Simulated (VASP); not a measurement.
# P (Pm-3m) in VASP: a series of runs

P is run at these levels: LDA; tasks: single point.

All numbers are computed with VASP 6.6.1; they aren't measurements. Logs are shortened: lines on timing, memory, paths and dates and some standing lists are left out, and cuts for length are marked.

## 1. The cell of the first run

Symmetry: Pm-3m, No. 221, cubic system. Conventional cell: a = 2.411 Å, b = 2.411 Å, c = 2.411 Å, α = 90.00°, β = 90.00°, γ = 90.00°. Within 3.2 Å of P (site symmetry m-3m) lie 6 P at 2.41 Å.

## 2. Single point, LDA

Contents of INCAR:

```
PREC     = Accurate       # precision mode
ENCUT    = 520            # plane-wave cutoff, eV
EDIFF    = 1E-7           # SCF threshold, eV
ISMEAR   = 0              # smearing method
SIGMA    = 0.05           # smearing width, eV
LREAL    = F              # projectors in reciprocal space
LASPH    = T              # aspherical terms in the spheres
NELM     = 60             # most SCF steps
ALGO     = Normal         # electronic algorithm
ISIF     = 2              # what is computed and relaxed
LWAVE    = F              # write WAVECAR
LCHARG   = F              # write CHGCAR
NBANDS   = 8              # bands
```

Contents of KPOINTS:

```
Automatic mesh
0
Gamma
  10 10 10
```

Contents of POSCAR:

```
P
1.0
    2.4107537825      0.0000000000      0.0000000000
    0.0000000000      2.4107537825      0.0000000000
    0.0000000000      0.0000000000      2.4107537825
P
1
Direct
    0.0000000000      0.0000000000      0.0000000000
```

Potentials or basis: VASP PAW LDA potentials, release 64 (P).

Run with:

```sh
cat potpaw_LDA.64/P/POTCAR > POTCAR
mpirun -np 1 vasp_std > vasp.out
```

OUTCAR:

```text
PREC = Accurate
   ENCUT = 520
   EDIFF = 1E-7
   ISMEAR = 0
   LREAL = F
   LASPH = T
   NELM = 60
   ISIF = 2

 ion  position               nearest neighbor table
   1  0.000  0.000  0.000-

  LATTYP: Found a simple cubic cell.
 ALAT       =     2.4107537825

  Lattice vectors:

 A1 = (   2.4107537825,   0.0000000000,   0.0000000000)
 A2 = (   0.0000000000,   2.4107537825,   0.0000000000)
 A3 = (   0.0000000000,   0.0000000000,   2.4107537825)

Analysis of symmetry for initial positions (statically):
=====================================================================
 Subroutine PRICEL returns:
 Original cell was already a primitive cell.

 Routine SETGRP: Setting up the symmetry group for a
 simple cubic supercell.

 Subroutine GETGRP returns: Found 48 space group operations
 (whereof 48 operations were pure point group operations)
 out of a pool of 48 trial point group operations.

The static configuration has the point symmetry O_h .

Analysis of symmetry for dynamics (positions and initial velocities):
=====================================================================
 Subroutine PRICEL returns:
 Original cell was already a primitive cell.

 Routine SETGRP: Setting up the symmetry group for a
 simple cubic supercell.

 Subroutine GETGRP returns: Found 48 space group operations
 (whereof 48 operations were pure point group operations)
 out of a pool of 48 trial point group operations.

The dynamic configuration has the point symmetry O_h .

 Subroutine INISYM returns: Found 48 space group operations
 (whereof 48 operations are pure point group operations),
 and found     1 'primitive' translations

----------------------------------------------------------------------------------------

                                     Primitive cell

  volume of cell :      14.0107

  direct lattice vectors                    reciprocal lattice vectors
     2.410753783  0.000000000  0.000000000     0.414808019  0.000000000  0.000000000
     0.000000000  2.410753783  0.000000000     0.000000000  0.414808019  0.000000000
     0.000000000  0.000000000  2.410753783     0.000000000  0.000000000  0.414808019

  length of vectors
     2.410753783  2.410753783  2.410753783     0.414808019  0.414808019  0.414808019

  position of ions in fractional coordinates (direct lattice)
     0.000000000  0.000000000  0.000000000

  ion indices of the primitive-cell ions
   primitive index   ion index
                 1           1

----------------------------------------------------------------------------------------

 KPOINTS: Automatic mesh

Automatic generation of k-mesh.
 Grid dimensions read from file:
 generate k-points for:   10   10   10

 Generating k-lattice:

  Cartesian coordinates                     Fractional coordinates (reciprocal lattice)
     0.041480802  0.000000000  0.000000000     0.100000000  0.000000000  0.000000000
     0.000000000  0.041480802  0.000000000     0.000000000  0.100000000  0.000000000
     0.000000000  0.000000000  0.041480802     0.000000000  0.000000000  0.100000000

  Length of vectors
     0.041480802  0.041480802  0.041480802

  Shift w.r.t. Gamma in fractional coordinates (k-lattice)
     0.000000000  0.000000000  0.000000000

 Subroutine IBZKPT returns following result:
 ===========================================

 Found     56 irreducible k-points:

 Following reciprocal coordinates:
            Coordinates               Weight
  0.000000  0.000000  0.000000      1.000000
  0.100000  0.000000  0.000000      6.000000
  0.200000  0.000000  0.000000      6.000000
  0.300000  0.000000  0.000000      6.000000
  0.400000  0.000000  0.000000      6.000000
  0.500000  0.000000  0.000000      3.000000
[... 16 lines left out ...]
  0.200000  0.100000  0.100000     24.000000
  0.300000  0.100000  0.100000     24.000000
 [... further k-points ...]
   k-points           NKPTS =     56   k-points in BZ     NKDIM =     56   number of bands    NBANDS=      8
   number of dos      NEDOS =    301   number of ions     NIONS =      1
   total plane-waves  NPLWV =   5832
   dimension x,y,z NGX =    18 NGY =   18 NGZ =   18
   dimension x,y,z NGXF=    36 NGYF=   36 NGZF=   36
   ions per type =               1
   NGX,Y,Z   is equivalent  to a cutoff of  12.41, 12.41, 12.41 a.u.
   NGXF,Y,Z  is equivalent  to a cutoff of  24.83, 24.83, 24.83 a.u.
 SYSTEM =  unknown system
   PREC   = accura    normal or accurate (medium, high low for compatibility)
   ISTART =      0    job   : 0-new  1-cont  2-samecut
   ICHARG =      2    charge: 1-file 2-atom 10-const
   ISPIN  =      1    spin polarized calculation?
   LNONCOLLINEAR =      F non collinear calculations
   LSORBIT =      F    spin-orbit coupling
   LASPH  =      T    aspherical Exc in radial PAW
   ENCUT  =  520.0 eV  38.22 Ry    6.18 a.u.   4.48  4.48  4.48*2*pi/ulx,y,z
   NELM   =     60;   NELMIN=  2; NELMDL= -5     # of ELM steps
   EDIFF  = 0.1E-06   stopping-criterion for ELM
   LREAL  =      F    real-space projection
   EDIFFG = 0.1E-05   stopping-criterion for IOM
   NSW    =      0    number of steps for IOM
   IBRION =     -1    ionic relax: 0-MD 1-quasi-New 2-CG
   NFREE  =      0    steps in history (QN), initial steepest desc. (CG)
   ISIF   =      2    stress and relaxation
   ISYM   =      2    0-nonsym 1-usesym 2-fastsym
   POTIM  = 0.5000    time-step for ionic-motion
   TEBEG  =    0.0;   TEEND  =   0.0 temperature during run
   PSTRESS=    0.0 pullay stress
   NELECT =       5.0000    total number of electrons
   NUPDOWN=      -1.0000    fix difference up-down
   EMIN   =  10.00;   EMAX   =-10.00  energy-range for DOS
   EFERMI =   0.00;   METHOD = LEGACY
   ISMEAR =     0;   SIGMA  =   0.05  broadening in eV -4-tet -1-fermi 0-gaus
   EFERMI_NEDOS =   21; number of points for ismear=-14 and -15
   IALGO  =     38    algorithm
   IMIX   =      4    mixing-type and parameters
     AMIX     =   0.40;   BMIX     =  1.00
     AMIX_MAG =   1.60;   BMIX_MAG =  1.00
  volume/ion in A,a.u.               =      14.01        94.55
  Fermi-wavevector in a.u.,A,eV,Ry     =   1.161213  2.194375 18.346316  1.348416
  Thomas-Fermi vector in A             =   2.297788
   LORBIT       =      0    0 simple, 1 ext, 2 COOP (PROOUT), +10 PAW based schemes
   GGA     = CA    functional components
   LHFCALC =     F    Hartree Fock is set to
   AEXX    =    0.0000 exact exchange contribution
   IVDW    =     0    specifies the selected vdW correction
   LEPSILON=     F    determine dielectric tensor
   LRPA    =     F    only Hartree local field effects (RPA)
 non-spin polarized calculation
 Gauss-broadening in eV      SIGMA  =   0.05
  energy-cutoff  :      520.00
  volume of cell :       14.01
 maximum number of plane-waves:       392
 NGX is ok and might be reduce to    18
   NGX =  9   NGY =  9   NGZ =  9

 number of electron       4.9999997 magnetization

 Free energy of the ion-electron system (eV)
  ---------------------------------------------------
  ext. energy  EPLUGINS =         0.00000000
  ---------------------------------------------------
  free energy    TOTEN  =        -6.06947640 eV

  energy without entropy =       -6.06876636  energy(sigma->0) =       -6.06912138

 E-fermi :  10.2976     XC(G=0): -11.5555

 val. band max:       10.2482982202   @ k =   0.2000   0.2000   0.0000
 cond. band min:      10.3170276530   @ k =   0.2000   0.2000   0.1000
 fundamental gap:      0.0687294328
 Fermi energy:        10.2975542345

 k-point     1 :       0.0000    0.0000    0.0000
  band No.  band energies     occupation
      1      -6.7022      2.00000
      2      15.3157      0.00000
      3      15.3157      0.00000
      4      15.3157      0.00000
      5      16.9473      0.00000
      6      16.9473      0.00000
      7      24.6648      0.00000
      8      35.0212      0.00000

 k-point     2 :       0.1000    0.0000    0.0000
  band No.  band energies     occupation
      1      -6.4674      2.00000
      2      12.2438      0.00000
      3      15.5005      0.00000
      4      15.5005      0.00000
      5      17.1341      0.00000
      6      19.7007      0.00000
      7      25.4871      0.00000
      8      33.4244      0.00000

 k-point     3 :       0.2000    0.0000    0.0000
  band No.  band energies     occupation
      1      -5.7698      2.00000
      2       8.6417      2.00000
      3      16.0395      0.00000
      4      16.0395      0.00000
      5      17.6680      0.00000
      6      22.1204      0.00000
      7      27.9947      0.00000
      8      30.5104      0.00000

 k-point     4 :       0.3000    0.0000    0.0000
  band No.  band energies     occupation
      1      -4.6385      2.00000
      2       5.3605      2.00000
      3      16.8690      0.00000
      4      16.8690      0.00000
      5      18.4501      0.00000
      6      23.8959      0.00000
      7      27.7121      0.00000
      8      27.7121      0.00000

 k-point     5 :       0.4000    0.0000    0.0000
  band No.  band energies     occupation
      1      -3.1880      2.00000
      2       2.5999      2.00000
      3      17.7901      0.00000
      4      17.7901      0.00000
      5      19.2400      0.00000
      6      25.5533      0.00000
      7      25.5533      0.00000
      8      25.6467      0.00000
[... 177 lines left out ...]
 k-point    22 :       0.1000    0.1000    0.1000
  band No.  band energies     occupation
      1      -5.9982      2.00000
      2      12.1695      0.00000
      3      12.1695      0.00000
      4      14.1186      0.00000
      5      21.2918      0.00000
      6      21.2918      0.00000
      7      26.4027      0.00000
      8      31.6385      0.00000

 k-point    23 :       0.2000    0.1000    0.1000
  band No.  band energies     occupation
      1      -5.3016      2.00000
      2       8.9824      2.00000
      3      12.7259      0.00000
      4      14.3731      0.00000
      5      21.7969      0.00000
      6      24.0876      0.00000
      7      27.1618      0.00000
      8      28.4024      0.00000

 k-point    24 :       0.3000    0.1000    0.1000
  band No.  band energies     occupation
      1      -4.1716      2.00000
      2       5.7659      2.00000
      3      13.5729      0.00000
      4      15.2852      0.00000
      5      22.5319      0.00000
      6      24.2820      0.00000
      7      25.4404      0.00000
      8      27.2939      0.00000

 [... further k-points ...]

------------------------ aborting loop because EDIFF is reached ----------------------------------------

  FORCE on cell =-STRESS in cart. coord.  units (eV):
  Direction    XX          YY          ZZ          XY          YZ          ZX
  --------------------------------------------------------------------------------------
  -------------------------------------------------------------------------------------
  Total       -0.0150344     -0.0150344     -0.0150344     -0.0000000     -0.0000000      0.0000000
  in kB       -1.7192410     -1.7192410     -1.7192410     -0.0000000     -0.0000000      0.0000000
  external PRESSURE =      -1.7192410 kB  Pullay stress =       0.0000000 kB

 VOLUME and BASIS-vectors are now :
 -----------------------------------------------------------------------------
  energy-cutoff  :      520.00
  volume of cell :       14.01
      direct lattice vectors                 reciprocal lattice vectors
     2.410753783  0.000000000  0.000000000     0.414808019  0.000000000  0.000000000
     0.000000000  2.410753783  0.000000000     0.000000000  0.414808019  0.000000000
     0.000000000  0.000000000  2.410753783     0.000000000  0.000000000  0.414808019

 POSITION                                       TOTAL-FORCE (eV/Angst)
 -----------------------------------------------------------------------------------
      0.00000      0.00000      0.00000         0.000000      0.000000      0.000000
 -----------------------------------------------------------------------------------
    total drift:                                0.000000      0.000000     -0.000000

  FREE ENERGIE OF THE ION-ELECTRON SYSTEM (eV)
  ---------------------------------------------------
  free  energy   TOTEN  =        -6.0694763956 eV

  energy  without entropy=       -6.0687663588  energy(sigma->0) =       -6.06912138
```

Wall time 2.1 s (1 thread of Intel Xeon 6975P-C (Granite Rapids), shared host); peak memory 0.1 GiB.

Results:

| Property | Result |
| --- | --- |
| Free energy | -6.0695 eV |
| Pressure | -0.2 GPa |

## 3. Single point, LDA

This run uses another cell than the first one, of 13.73 Å³/atom, 0.980 times its volume.

Contents of INCAR:

```
SYSTEM = P
PREC = Accurate
ENCUT = 520
EDIFF = 1E-6
ISMEAR = 0
SIGMA = 0.05
LREAL = .FALSE.
LASPH = .TRUE.
NELM = 80
ALGO = Normal
ISIF = 2
LWAVE = .FALSE.
LCHARG = .TRUE.
LELF = .TRUE.
LVHAR = .TRUE.
NBANDS = 8
```

Contents of KPOINTS:

```
Automatic mesh
0
G
  11 11 11
  0 0 0
```

Contents of POSCAR:

```
P
1.0
    2.3945737394      0.0000000000      0.0000000000
    0.0000000000      2.3945737394      0.0000000000
    0.0000000000      0.0000000000      2.3945737394
P
1
Direct
    0.0000000000      0.0000000000      0.0000000000
```

Potentials or basis: VASP PAW LDA potentials, release 64 (P).

Run with:

```sh
cat potpaw_LDA.64/P/POTCAR > POTCAR
mpirun -np 1 vasp_std > vasp.out
```

It took 2.1 s on 1 thread of Intel Xeon 6975P-C (Granite Rapids), shared host; peak memory 0.11 GiB.

Results (log left out):

```
Free energy : -6.0352 eV
Pressure    : 2.2 GPa
```

Levels at points of the mesh, in eV from the Fermi level:
```
           k point  band 1  band 2  band 3  band 4  band 5  band 6  band 7
(0.00, 0.00, 0.00)  -16.95    5.39    5.39    5.39    6.88    6.88   14.88
```

## 4. Single point, LDA

Contents of INCAR:

```
PREC = Accurate
ENCUT = 520
EDIFF = 1E-6
ISMEAR = 0
SIGMA = 0.05
LREAL = False
LASPH = True
NELM = 100
ALGO = Normal
ISIF = 2
LWAVE = False
LCHARG = False
NBANDS = 8
```

Contents of KPOINTS:

```
regular mesh
0
Gamma
  11 11 11
```

Contents of POSCAR:

```
P
1.0
    2.4107537825      0.0000000000      0.0000000000
    0.0000000000      2.4107537825      0.0000000000
    0.0000000000      0.0000000000      2.4107537825
P
1
Direct
    0.0000000000      0.0000000000      0.0000000000
```

Run with:

```sh
cat potpaw_LDA.64/P/POTCAR > POTCAR
mpirun -np 1 vasp_std > vasp.out
```

Run time: 2 s. Hardware: 1 thread of Intel Xeon 6975P-C (Granite Rapids), shared host; peak memory 0.1 GiB.

The run converged. Its results:

- Free energy: -6.0369 eV
- Pressure: 0.0 GPa

Levels at points of the mesh, in eV from the Fermi level:
```tsv
k point	band 1	band 2	band 3	band 4	band 5	band 6	band 7
(0.00, 0.00, 0.00)	-16.71	5.31	5.31	5.31	6.94	6.94	14.66
```

[end of part 1 of 2]
